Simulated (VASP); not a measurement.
# Ti (I4/mmm) in VASP: a series of runs, part 2 of 2

VASP 6.6.1.

## (4) Electric field gradients, PBEsol (equal xx and yy strain of +3 %)

Contents of INCAR:

```
SYSTEM = Ti
  PREC = Accurate
  ENCUT = 400
  EDIFF = 1E-8
  ISMEAR = -1
  SIGMA = 0.05
  LREAL = .FALSE.
  LASPH = .TRUE.
  NELM = 120
  ALGO = Normal
  ISIF = 2
  LWAVE = .FALSE.
  LCHARG = .FALSE.
  GGA = PS
  LEFG = .TRUE.
  NBANDS = 12
  GGA_COMPAT = .FALSE.
```

Contents of KPOINTS:

```
regular mesh
0
G
  14 14 14
  0 0 0
```

Contents of POSCAR:

```
Ti
1.0
   -1.6902300000      1.6902300000      1.6410000000
    1.6902300000     -1.6902300000      1.6410000000
    1.6902300000      1.6902300000     -1.6410000000
Ti
1
Direct
    0.0000000000      0.0000000000      0.0000000000
```

Potentials or basis: VASP PAW PBE potentials, release 64 (Ti_sv).

Run with:

```console
$ cat potpaw_PBE.64/Ti_sv/POTCAR > POTCAR
$ mpirun -np 1 vasp_std > vasp.out
```

OUTCAR:

```text
SYSTEM = Ti
   PREC = Accurate
   ENCUT = 400
   EDIFF = 1E-8
   ISMEAR = -1
   LREAL = .FALSE.
   LASPH = .TRUE.
   NELM = 120
   ISIF = 2
   GGA = PS

 ion  position               nearest neighbor table
   1  0.000  0.000  0.000-

  LATTYP: Found a body centered tetragonal cell.
 ALAT       =     3.3804600000
 C/A-ratio  =     0.9708737864

  Lattice vectors:

 A1 = (  -1.6902300000,   1.6902300000,   1.6410000000)
 A2 = (   1.6902300000,  -1.6902300000,   1.6410000000)
 A3 = (   1.6902300000,   1.6902300000,  -1.6410000000)

Analysis of symmetry for initial positions (statically):
=====================================================================
 Subroutine PRICEL returns:
 Original cell was already a primitive cell.

 Routine SETGRP: Setting up the symmetry group for a
 body centered tetragonal supercell.

 Subroutine GETGRP returns: Found 16 space group operations
 (whereof 16 operations were pure point group operations)
 out of a pool of 16 trial point group operations.

The static configuration has the point symmetry D_4h.

Analysis of symmetry for dynamics (positions and initial velocities):
=====================================================================
 Subroutine PRICEL returns:
 Original cell was already a primitive cell.

 Routine SETGRP: Setting up the symmetry group for a
 body centered tetragonal supercell.

 Subroutine GETGRP returns: Found 16 space group operations
 (whereof 16 operations were pure point group operations)
 out of a pool of 16 trial point group operations.

The dynamic configuration has the point symmetry D_4h.

 Subroutine INISYM returns: Found 16 space group operations
 (whereof 16 operations are pure point group operations),
 and found     1 'primitive' translations

----------------------------------------------------------------------------------------

                                     Primitive cell

  volume of cell :      18.7525

  direct lattice vectors                    reciprocal lattice vectors
    -1.690230000  1.690230000  1.641000000     0.000000000  0.295817729  0.304692261
     1.690230000 -1.690230000  1.641000000     0.295817729  0.000000000  0.304692261
     1.690230000  1.690230000 -1.641000000     0.295817729  0.295817729  0.000000000

  length of vectors
     2.899419926  2.899419926  2.899419926     0.424671052  0.424671052  0.418349444

  position of ions in fractional coordinates (direct lattice)
     0.000000000  0.000000000  0.000000000

  ion indices of the primitive-cell ions
   primitive index   ion index
                 1           1

----------------------------------------------------------------------------------------

 KPOINTS: regular mesh

Automatic generation of k-mesh.
 Grid dimensions read from file:
 generate k-points for:   14   14   14

 Generating k-lattice:

  Cartesian coordinates                     Fractional coordinates (reciprocal lattice)
     0.000000000  0.021129838  0.021763733     0.071428571  0.000000000 -0.000000000
     0.021129838  0.000000000  0.021763733     0.000000000  0.071428571 -0.000000000
     0.021129838  0.021129838  0.000000000     0.000000000  0.000000000  0.071428571

  Length of vectors
[... 66 lines left out ...]
   NELECT =      12.0000    total number of electrons
   NUPDOWN=      -1.0000    fix difference up-down
   EMIN   =  10.00;   EMAX   =-10.00  energy-range for DOS
   EFERMI =   0.00;   METHOD = LEGACY
   ISMEAR =    -1;   SIGMA  =   0.05  broadening in eV -4-tet -1-fermi 0-gaus
   EFERMI_NEDOS =   21; number of points for ismear=-14 and -15
   IALGO  =     38    algorithm
   IMIX   =      4    mixing-type and parameters
     AMIX     =   0.40;   BMIX     =  1.00
     AMIX_MAG =   1.60;   BMIX_MAG =  1.00
  volume/ion in A,a.u.               =      18.75       126.55
  Fermi-wavevector in a.u.,A,eV,Ry     =   1.410745  2.665921 27.078335  1.990201
  Thomas-Fermi vector in A             =   2.532667
   LORBIT       =      0    0 simple, 1 ext, 2 COOP (PROOUT), +10 PAW based schemes
   GGA     = PS    functional components
   LHFCALC =     F    Hartree Fock is set to
   AEXX    =    0.0000 exact exchange contribution
   IVDW    =     0    specifies the selected vdW correction
   LEPSILON=     F    determine dielectric tensor
   LRPA    =     F    only Hartree local field effects (RPA)
 non-spin polarized calculation
  energy-cutoff  :      400.00
  volume of cell :       18.75
 maximum number of plane-waves:       362
   NGX =  9   NGY =  9   NGZ =  9

 number of electron      11.9999997 magnetization

 Free energy of the ion-electron system (eV)
  ---------------------------------------------------
  ext. energy  EPLUGINS =         0.00000000
  ---------------------------------------------------
  free energy    TOTEN  =        -8.15188862 eV

  energy without entropy =       -8.13017321  energy(sigma->0) =       -8.14103091

 E-fermi :   7.1925     XC(G=0): -11.2716

 val. band max:        7.1882783569   @ k =  -0.4286   0.4286   0.0714
 cond. band min:       7.1929128055   @ k =   0.2143   0.2143   0.0000
 fundamental gap:      0.0046344486
 Fermi energy:         7.1924989853

 k-point     1 :       0.0000    0.0000    0.0000
  band No.  band energies     occupation
      1     -49.2559      2.00000
      2     -25.2951      2.00000
      3     -25.2917      2.00000
      4     -25.2917      2.00000
      5       1.4355      2.00000
      6       7.9792      0.00000
      7       8.1725      0.00000
      8       8.1725      0.00000
      9       9.5956      0.00000
     10       9.8198      0.00000
     11      23.9053      0.00000
     12      23.9053      0.00000
[... 331 lines left out ...]
 k-point    24 :       0.2857    0.1429    0.0000
  band No.  band energies     occupation
      1     -49.1684      2.00000
      2     -25.7210      2.00000
      3     -25.4520      2.00000
      4     -25.3330      2.00000
      5       4.8221      2.00000
      6       6.9472      1.98531
      7       7.2476      0.49901
      8       9.4817      0.00000
      9      10.1410      0.00000
     10      10.8502      0.00000
     11      17.4115      0.00000
     12      19.6475      0.00000

 [... further k-points ...]
[... 5 lines left out ...]
  --------------------------------------------------------------------------------------
  -------------------------------------------------------------------------------------
  Total       -1.3819309     -1.3819309     -1.4840554      0.0000000      0.0000000      0.0000000
  in kB     -118.0692262   -118.0692262   -126.7945253      0.0000000      0.0000000      0.0000000
  external PRESSURE =    -120.9776592 kB  Pullay stress =       0.0000000 kB

 VOLUME and BASIS-vectors are now :
 -----------------------------------------------------------------------------
  energy-cutoff  :      400.00
  volume of cell :       18.75
      direct lattice vectors                 reciprocal lattice vectors
    -1.690230000  1.690230000  1.641000000     0.000000000  0.295817729  0.304692261
     1.690230000 -1.690230000  1.641000000     0.295817729  0.000000000  0.304692261
     1.690230000  1.690230000 -1.641000000     0.295817729  0.295817729  0.000000000

 POSITION                                       TOTAL-FORCE (eV/Angst)
 -----------------------------------------------------------------------------------
      0.00000      0.00000      0.00000        -0.000000      0.000000     -0.000000
 -----------------------------------------------------------------------------------
    total drift:                                0.000000     -0.000000      0.000000

  FREE ENERGIE OF THE ION-ELECTRON SYSTEM (eV)
  ---------------------------------------------------
  free  energy   TOTEN  =        -8.1518886213 eV

  energy  without entropy=       -8.1301732051  energy(sigma->0) =       -8.14103091

 Electric field gradients (V/A^2)
---------------------------------------------------------------------
 ion       V_xx      V_yy      V_zz      V_xy      V_xz      V_yz
---------------------------------------------------------------------
   1       0.096     0.096    -0.193    -0.002    -0.003    -0.003
---------------------------------------------------------------------

 Electric field gradients after diagonalization (V/A^2)
 (convention: |V_zz| > |V_xx| > |V_yy|)
----------------------------------------------------------------------
 ion       V_xx      V_yy      V_zz     asymmetry (V_yy - V_xx)/ V_zz
----------------------------------------------------------------------
   1       0.099     0.094    -0.193       0.025
----------------------------------------------------------------------

           NMR quadrupolar parameters

 Cq : quadrupolar parameter    Cq=e*Q*V_zz/h
 eta: asymmetry parameters     (V_yy - V_xx)/ V_zz
 Q  : nuclear electric quadrupole moment in mb (millibarn)
----------------------------------------------------------------------
 ion       Cq(MHz)       eta       Q (mb)
----------------------------------------------------------------------
   1      -0.000       0.025       1.000
----------------------------------------------------------------------
```

Wall time 55 s (1 thread of Intel Xeon Platinum 8375C at 2.90GHz (Ice Lake), shared host); peak memory 0.15 GiB.

Results:

* Free energy: -8.1519 eV
* Pressure: -12.1 GPa
* Band gap on the k mesh: zero (bands 6 and 7 overlap by 1.49 eV)
* Largest electric field gradient by atom: Ti -0.19 V/Å²

Stress tensor (GPa, compression positive):
```
-11.81   0.00   0.00
  0.00 -11.81   0.00
  0.00   0.00 -12.68
```

Caveat: the cell differs from its parent crystal (equal xx and yy strain of +3 %); the cell stands under tension; without QUAD_EFG the Cq values of the log hold for a quadrupole moment of 1 mb, not for the nuclei; the PAW data sets were made with another functional, which shifts forces and pressure a little.
